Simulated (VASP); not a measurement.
# Co (Fm-3m) in VASP: notebook

Runs on Co. Level: revPBE. Tasks: single point.

Program: VASP 6.6.1. These are calculated values, not measurements. Logs are shortened: lines on timing, memory, paths and dates and some standing lists are left out, and cuts for length are marked.

### 1 The cell of the first run

Symmetry: Fm-3m, No. 225, cubic system. The conventional cell has a = 3.478 Å, b = 3.478 Å, c = 3.478 Å, α = 90.00°, β = 90.00°, γ = 90.00°. Co (site symmetry m-3m) has 12 Co at 2.46 Å within 3.2 Å.

### 2 Single point, revPBE

The input, INCAR:

```
PREC     = Accurate       # precision mode
ENCUT    = 520            # plane-wave cutoff, eV
EDIFF    = 1E-7           # SCF threshold, eV
ISMEAR   = -1             # smearing method
SIGMA    = 0.1            # smearing width, eV
LREAL    = F              # projectors in reciprocal space
LASPH    = T              # aspherical terms in the spheres
NELM     = 80             # most SCF steps
ALGO     = Normal         # electronic algorithm
ISIF     = 2              # what is computed and relaxed
LWAVE    = F              # write WAVECAR
LCHARG   = F              # write CHGCAR
GGA      = RE             # functional
NBANDS   = 10             # bands
```

The input, KPOINTS:

```
Automatic mesh
0
Gamma
  17 17 17
```

The input, POSCAR:

```
Co
1.0
    0.0000000000      1.7388167297      1.7388167297
    1.7388167297      0.0000000000      1.7388167297
    1.7388167297      1.7388167297      0.0000000000
Co
1
Direct
    0.0000000000      0.0000000000      0.0000000000
```

Potentials or basis: VASP PAW PBE potentials, release 64 (Co).

Run with:

```
$ cat potpaw_PBE.64/Co/POTCAR > POTCAR
$ mpirun -np 1 vasp_std > vasp.out
```

OUTCAR:

```text
PREC = Accurate
   ENCUT = 520
   EDIFF = 1E-7
   ISMEAR = -1
   LREAL = F
   LASPH = T
   NELM = 80
   ISIF = 2
   GGA = RE

 ion  position               nearest neighbor table
   1  0.000  0.000  0.000-

  LATTYP: Found a face centered cubic cell.
 ALAT       =     3.4776334594

  Lattice vectors:

 A1 = (   0.0000000000,   1.7388167297,   1.7388167297)
 A2 = (   1.7388167297,   0.0000000000,   1.7388167297)
 A3 = (   1.7388167297,   1.7388167297,   0.0000000000)

Analysis of symmetry for initial positions (statically):
=====================================================================
 Subroutine PRICEL returns:
 Original cell was already a primitive cell.

 Routine SETGRP: Setting up the symmetry group for a
 face centered cubic supercell.

 Subroutine GETGRP returns: Found 48 space group operations
 (whereof 48 operations were pure point group operations)
 out of a pool of 48 trial point group operations.

The static configuration has the point symmetry O_h .

Analysis of symmetry for dynamics (positions and initial velocities):
=====================================================================
 Subroutine PRICEL returns:
 Original cell was already a primitive cell.

 Routine SETGRP: Setting up the symmetry group for a
 face centered cubic supercell.

 Subroutine GETGRP returns: Found 48 space group operations
 (whereof 48 operations were pure point group operations)
 out of a pool of 48 trial point group operations.

The dynamic configuration has the point symmetry O_h .

 Subroutine INISYM returns: Found 48 space group operations
 (whereof 48 operations are pure point group operations),
 and found     1 'primitive' translations

----------------------------------------------------------------------------------------

                                     Primitive cell

  volume of cell :      10.5146

  direct lattice vectors                    reciprocal lattice vectors
     0.000000000  1.738816730  1.738816730    -0.287551869  0.287551869  0.287551869
     1.738816730  0.000000000  1.738816730     0.287551869 -0.287551869  0.287551869
     1.738816730  1.738816730  0.000000000     0.287551869  0.287551869 -0.287551869

  length of vectors
     2.459058202  2.459058202  2.459058202     0.498054446  0.498054446  0.498054446

  position of ions in fractional coordinates (direct lattice)
     0.000000000  0.000000000  0.000000000

  ion indices of the primitive-cell ions
   primitive index   ion index
                 1           1

----------------------------------------------------------------------------------------

 KPOINTS: Automatic mesh

Automatic generation of k-mesh.
 Grid dimensions read from file:
 generate k-points for:   17   17   17

 Generating k-lattice:

  Cartesian coordinates                     Fractional coordinates (reciprocal lattice)
    -0.016914816  0.016914816  0.016914816     0.058823529  0.000000000  0.000000000
     0.016914816 -0.016914816  0.016914816     0.000000000  0.058823529  0.000000000
     0.016914816  0.016914816 -0.016914816     0.000000000  0.000000000  0.058823529

  Length of vectors
     0.029297320  0.029297320  0.029297320

  Shift w.r.t. Gamma in fractional coordinates (k-lattice)
     0.000000000  0.000000000  0.000000000

 Subroutine IBZKPT returns following result:
 ===========================================

 Found    165 irreducible k-points:

 Following reciprocal coordinates:
            Coordinates               Weight
  0.000000  0.000000  0.000000      1.000000
  0.058824  0.000000  0.000000      8.000000
  0.117647  0.000000  0.000000      8.000000
  0.176471  0.000000  0.000000      8.000000
  0.235294  0.000000  0.000000      8.000000
  0.294118  0.000000  0.000000      8.000000
[... 16 lines left out ...]
 -0.176471  0.058824  0.000000     24.000000
 -0.117647  0.058824  0.000000     24.000000
 [... further k-points ...]
   k-points           NKPTS =    165   k-points in BZ     NKDIM =    165   number of bands    NBANDS=     10
   number of dos      NEDOS =    301   number of ions     NIONS =      1
   total plane-waves  NPLWV =   5832
   dimension x,y,z NGX =    18 NGY =   18 NGZ =   18
   dimension x,y,z NGXF=    36 NGYF=   36 NGZF=   36
   ions per type =               1
   NGX,Y,Z   is equivalent  to a cutoff of  12.17, 12.17, 12.17 a.u.
   NGXF,Y,Z  is equivalent  to a cutoff of  24.34, 24.34, 24.34 a.u.
 SYSTEM =  unknown system
   PREC   = accura    normal or accurate (medium, high low for compatibility)
   ISTART =      0    job   : 0-new  1-cont  2-samecut
   ICHARG =      2    charge: 1-file 2-atom 10-const
   ISPIN  =      1    spin polarized calculation?
   LNONCOLLINEAR =      F non collinear calculations
   LSORBIT =      F    spin-orbit coupling
   LASPH  =      T    aspherical Exc in radial PAW
   ENCUT  =  520.0 eV  38.22 Ry    6.18 a.u.   4.57  4.57  4.57*2*pi/ulx,y,z
   NELM   =     80;   NELMIN=  2; NELMDL= -5     # of ELM steps
   EDIFF  = 0.1E-06   stopping-criterion for ELM
   LREAL  =      F    real-space projection
   EDIFFG = 0.1E-05   stopping-criterion for IOM
   NSW    =      0    number of steps for IOM
   IBRION =     -1    ionic relax: 0-MD 1-quasi-New 2-CG
   NFREE  =      0    steps in history (QN), initial steepest desc. (CG)
   ISIF   =      2    stress and relaxation
   ISYM   =      2    0-nonsym 1-usesym 2-fastsym
   POTIM  = 0.5000    time-step for ionic-motion
   TEBEG  =    0.0;   TEEND  =   0.0 temperature during run
   PSTRESS=    0.0 pullay stress
   NELECT =       9.0000    total number of electrons
   NUPDOWN=      -1.0000    fix difference up-down
   EMIN   =  10.00;   EMAX   =-10.00  energy-range for DOS
   EFERMI =   0.00;   METHOD = LEGACY
   ISMEAR =    -1;   SIGMA  =   0.10  broadening in eV -4-tet -1-fermi 0-gaus
   EFERMI_NEDOS =   21; number of points for ismear=-14 and -15
   IALGO  =     38    algorithm
   IMIX   =      4    mixing-type and parameters
     AMIX     =   0.40;   BMIX     =  1.00
     AMIX_MAG =   1.60;   BMIX_MAG =  1.00
  volume/ion in A,a.u.               =      10.51        70.96
  Fermi-wavevector in a.u.,A,eV,Ry     =   1.554385  2.937361 32.873199  2.416112
  Thomas-Fermi vector in A             =   2.658479
   LORBIT       =      0    0 simple, 1 ext, 2 COOP (PROOUT), +10 PAW based schemes
   GGA     = RE    functional components
   LHFCALC =     F    Hartree Fock is set to
   AEXX    =    0.0000 exact exchange contribution
   IVDW    =     0    specifies the selected vdW correction
   LEPSILON=     F    determine dielectric tensor
   LRPA    =     F    only Hartree local field effects (RPA)
 non-spin polarized calculation
  energy-cutoff  :      520.00
  volume of cell :       10.51
 maximum number of plane-waves:       296
   NGX =  9   NGY =  9   NGZ =  9

 number of electron       8.9999991 magnetization

 Free energy of the ion-electron system (eV)
  ---------------------------------------------------
  ext. energy  EPLUGINS =         0.00000000
  ---------------------------------------------------
  free energy    TOTEN  =        -6.43789586 eV

  energy without entropy =       -6.35890669  energy(sigma->0) =       -6.39840128

 E-fermi :  10.6554     XC(G=0): -13.5297

 val. band max:       10.6500745341   @ k =   0.4118   0.2353   0.0588
 cond. band min:      10.6631453966   @ k =  -0.2941   0.3529   0.0588
 fundamental gap:      0.0130708624
 Fermi energy:        10.6553776351

 k-point     1 :       0.0000    0.0000    0.0000
  band No.  band energies     occupation
      1       1.7026      2.00000
      2       8.8056      2.00000
      3       8.8056      2.00000
      4       8.8056      2.00000
      5      10.1080      1.99164
      6      10.1080      1.99164
      7      34.0050      0.00000
      8      38.8794      0.00000
      9      38.8794      0.00000
     10      38.8794      0.00000

 k-point     2 :       0.0588    0.0000    0.0000
  band No.  band energies     occupation
      1       1.8439      2.00000
      2       8.7601      2.00000
      3       8.8420      2.00000
      4       8.8420      2.00000
      5      10.0913      1.99292
      6      10.0913      1.99292
      7      33.7610      0.00000
      8      37.2006      0.00000
      9      38.6583      0.00000
     10      38.6583      0.00000

 k-point     3 :       0.1176    0.0000    0.0000
  band No.  band energies     occupation
      1       2.2597      2.00000
      2       8.6379      2.00000
      3       8.9346      2.00000
      4       8.9346      2.00000
      5      10.0580      1.99492
      6      10.0580      1.99492
      7      32.3416      0.00000
      8      35.5626      0.00000
      9      38.1953      0.00000
     10      38.1953      0.00000

 k-point     4 :       0.1765    0.0000    0.0000
  band No.  band energies     occupation
      1       2.9221      2.00000
      2       8.4822      2.00000
      3       9.0288      2.00000
      4       9.0288      2.00000
      5      10.0617      1.99473
      6      10.0617      1.99473
      7      29.6837      0.00000
      8      34.9711      0.00000
      9      37.7213      0.00000
     10      37.7213      0.00000
[... 222 lines left out ...]
 k-point    22 :      -0.2353    0.0588    0.0000
  band No.  band energies     occupation
      1       4.1836      2.00000
      2       8.2938      2.00000
      3       9.0181      2.00000
      4       9.0948      2.00000
      5      10.0463      1.99548
      6      10.4700      1.72904
      7      25.9522      0.00000
      8      32.9642      0.00000
      9      36.5187      0.00000
     10      39.2656      0.00000

 k-point    23 :      -0.1765    0.0588    0.0000
  band No.  band energies     occupation
      1       3.3037      2.00000
      2       8.3783      2.00000
      3       9.0566      2.00000
      4       9.1018      2.00000
      5       9.9098      1.99884
      6      10.2623      1.96150
      7      28.8135      0.00000
      8      33.4393      0.00000
      9      37.1102      0.00000
     10      39.4466      0.00000

 k-point    24 :      -0.1176    0.0588    0.0000
  band No.  band energies     occupation
      1       2.5754      2.00000
      2       8.5336      2.00000
      3       9.0044      2.00000
      4       9.0081      2.00000
      5       9.9285      1.99861
      6      10.1586      1.98617
      7      31.5821      0.00000
      8      34.1086      0.00000
      9      37.3950      0.00000
     10      39.5834      0.00000

 [... further k-points ...]

------------------------ aborting loop because EDIFF is reached ----------------------------------------

  FORCE on cell =-STRESS in cart. coord.  units (eV):
  Direction    XX          YY          ZZ          XY          YZ          ZX
  --------------------------------------------------------------------------------------
  -------------------------------------------------------------------------------------
  Total       -0.0372014     -0.0372014     -0.0372014      0.0000000     -0.0000000      0.0000000
  in kB       -5.6686270     -5.6686270     -5.6686270      0.0000000     -0.0000000      0.0000000
  external PRESSURE =      -5.6686270 kB  Pullay stress =       0.0000000 kB

 VOLUME and BASIS-vectors are now :
 -----------------------------------------------------------------------------
  energy-cutoff  :      520.00
  volume of cell :       10.51
      direct lattice vectors                 reciprocal lattice vectors
     0.000000000  1.738816730  1.738816730    -0.287551869  0.287551869  0.287551869
     1.738816730  0.000000000  1.738816730     0.287551869 -0.287551869  0.287551869
     1.738816730  1.738816730  0.000000000     0.287551869  0.287551869 -0.287551869

 POSITION                                       TOTAL-FORCE (eV/Angst)
 -----------------------------------------------------------------------------------
      0.00000      0.00000      0.00000         0.000000      0.000000      0.000000
 -----------------------------------------------------------------------------------
    total drift:                                0.000000     -0.000000      0.000000

  FREE ENERGIE OF THE ION-ELECTRON SYSTEM (eV)
  ---------------------------------------------------
  free  energy   TOTEN  =        -6.4378958603 eV

  energy  without entropy=       -6.3589066946  energy(sigma->0) =       -6.39840128
```

Run time: 34 s. Hardware: 1 thread of Intel Xeon 8259CL, shared host; peak memory 0.1 GiB.

What came out:

```yaml
Free_energy: -6.4379 eV
Pressure: -0.6 GPa
```

Levels at points of the mesh, in eV from the Fermi level:
| k point | band 1 | band 2 | band 3 | band 4 | band 5 | band 6 | band 7 | band 8 | band 9 |
| --- | --- | --- | --- | --- | --- | --- | --- | --- | --- |
| (0.00, 0.00, 0.00) | -8.95 | -1.85 | -1.85 | -1.85 | -0.55 | -0.55 | 23.35 | 28.22 | 28.22 |

Caveat: the PAW data sets were made with another functional, which shifts forces and pressure a little; the run has no spin polarisation, though such a crystal can be magnetic. Spin polarisation is off, so any magnetic state and its effect on volume and gap are missing.

### 3 Single point, revPBE (volume scaled by 1.04)

The input, INCAR:

```
SYSTEM = Co
  ALGO = Normal
  EDIFF = 1E-6
  ENCUT = 520
  GGA = RE
  ISIF = 2
  ISMEAR = -1
  LASPH = .True.
  LCHARG = .False.
  LREAL = .False.
  LWAVE = .False.
  NBANDS = 10
  NELM = 60
  PREC = Accurate
  SIGMA = 0.1
```

The input, KPOINTS:

```
k-points
0
Gamma
  17 17 17
  0 0 0
```

The input, POSCAR:

```
Co
1.0
    0.0000000000      1.7616985212      1.7616985212
    1.7616985212      0.0000000000      1.7616985212
    1.7616985212      1.7616985212      0.0000000000
Co
1
Direct
    0.0000000000      0.0000000000      0.0000000000
```

Potentials or basis: VASP PAW PBE potentials, release 64 (Co).

Run with:

```
$ cat potpaw_PBE.64/Co/POTCAR > POTCAR
$ mpirun -np 1 vasp_std > vasp.out
```

Wall time 30 s (1 thread of Intel Xeon 8259CL, shared host); peak memory 0.11 GiB.

It converged, with:

```yaml
Free_energy: -6.4252 eV
Pressure: -8.8 GPa
```

Levels at points of the mesh, in eV from the Fermi level:
```csv
k point,band 2,band 3,band 4,band 5,band 6,band 7
"(0.00, 0.00, 0.00)",-1.74,-1.74,-1.74,-0.52,-0.52,23.04
```

Caveat: the PAW data sets were made with another functional, which shifts forces and pressure a little; the run has no spin polarisation, though such a crystal can be magnetic. Spin polarisation is off, so any magnetic state and its effect on volume and gap are missing.

### 4 Single point, revPBE (volume scaled by 1.08)

The input, INCAR:

```
SYSTEM = Co
PREC = Accurate
ENCUT = 520
EDIFF = 1E-6
ISMEAR = -1
SIGMA = 0.1
LREAL = .False.
LASPH = .True.
NELM = 60
ALGO = Normal
ISIF = 2
LWAVE = .False.
LCHARG = .True.
GGA = RE
LELF = .True.
LVHAR = .True.
NBANDS = 10
```

The input, KPOINTS:

```
Automatic mesh
0
Gamma
  17 17 17
  0 0 0
```

The input, POSCAR:

```
Co
1.0
    0.0000000000      1.7840008700      1.7840008700
    1.7840008700      0.0000000000      1.7840008700
    1.7840008700      1.7840008700      0.0000000000
Co
1
Direct
    0.0000000000      0.0000000000      0.0000000000
```

Run with:

```
$ cat potpaw_PBE.64/Co/POTCAR > POTCAR
$ mpirun -np 1 vasp_std > vasp.out
```

Run time: 33 s. Hardware: 1 thread of Intel Xeon 8259CL, shared host; peak memory 0.11 GiB.

Results (log left out):

```yaml
Free_energy: -6.3933 eV
Pressure: -15.2 GPa
```

Levels at points of the mesh, in eV from the Fermi level:
```
           k point  band 1  band 2  band 3  band 4  band 5  band 6  band 7  band 8
(0.00, 0.00, 0.00)   -8.45   -1.65   -1.65   -1.65   -0.49   -0.49   22.74   27.05
```

Caveat: the PAW data sets were made with another functional, which shifts forces and pressure a little; the run has no spin polarisation, though such a crystal can be magnetic. Spin polarisation is off, so any magnetic state and its effect on volume and gap are missing.

### 5 Single point, revPBE (volume scaled by 1.12)

The input, INCAR:

```
ALGO     = Normal         # electronic algorithm
EDIFF    = 1E-6           # SCF threshold, eV
ENCUT    = 520            # plane-wave cutoff, eV
GGA      = RE             # functional
ISIF     = 2              # what is computed and relaxed
ISMEAR   = -1             # smearing method
LASPH    = True           # aspherical terms in the spheres
LCHARG   = False          # write CHGCAR
LREAL    = False          # projectors in reciprocal space
LWAVE    = False          # write WAVECAR
NBANDS   = 10             # bands
NELM     = 100            # most SCF steps
PREC     = Accurate       # precision mode
SIGMA    = 0.1            # smearing width, eV
```

The input, KPOINTS:

```
k-points
0
Gamma
  17 17 17
```

The input, POSCAR:

```
Co
1.0
    0.0000000000      1.8057591226      1.8057591226
    1.8057591226      0.0000000000      1.8057591226
    1.8057591226      1.8057591226      0.0000000000
Co
1
Direct
    0.0000000000      0.0000000000      0.0000000000
```

Run with:

```
$ cat potpaw_PBE.64/Co/POTCAR > POTCAR
$ mpirun -np 1 vasp_std > vasp.out
```

It took 38 s on 1 thread of Intel Xeon 8259CL, shared host; peak memory 0.11 GiB.

Results (log left out):

```yaml
Free_energy: -6.3462 eV
Pressure: -20.3 GPa
```

Levels at points of the mesh, in eV from the Fermi level:
| k point | band 2 | band 3 | band 4 | band 5 | band 6 | band 7 |
| --- | --- | --- | --- | --- | --- | --- |
| (0.00, 0.00, 0.00) | -1.56 | -1.56 | -1.56 | -0.46 | -0.46 | 22.44 |

Caveat: the PAW data sets were made with another functional, which shifts forces and pressure a little; the run has no spin polarisation, though such a crystal can be magnetic.

### 6 Summary

| cell | gap on the mesh (eV) | pressure (GPa) |
| --- | --- | --- |
| a = 2.459 Å, angles 60.0°, 1 atom | none | -0.6 |
| a = 2.491 Å, angles 60.0°, 1 atom | none | -8.8 |
| a = 2.523 Å, angles 60.0°, 1 atom | none | -15.2 |
| a = 2.554 Å, angles 60.0°, 1 atom | none | -20.3 |

Alike in all rows: task single point; level revPBE; potentials or basis VASP PAW PBE potentials, release 64 (Co); no spin polarisation; k mesh 17 × 17 × 17; cutoff (eV) 520; smearing fermi-dirac 0.1 eV.

Caveats: the PAW data sets were made with another functional, which shifts forces and pressure a little; the run has no spin polarisation, though such a crystal can be magnetic.

Absolute energies hang on the potentials; compare differences alone.
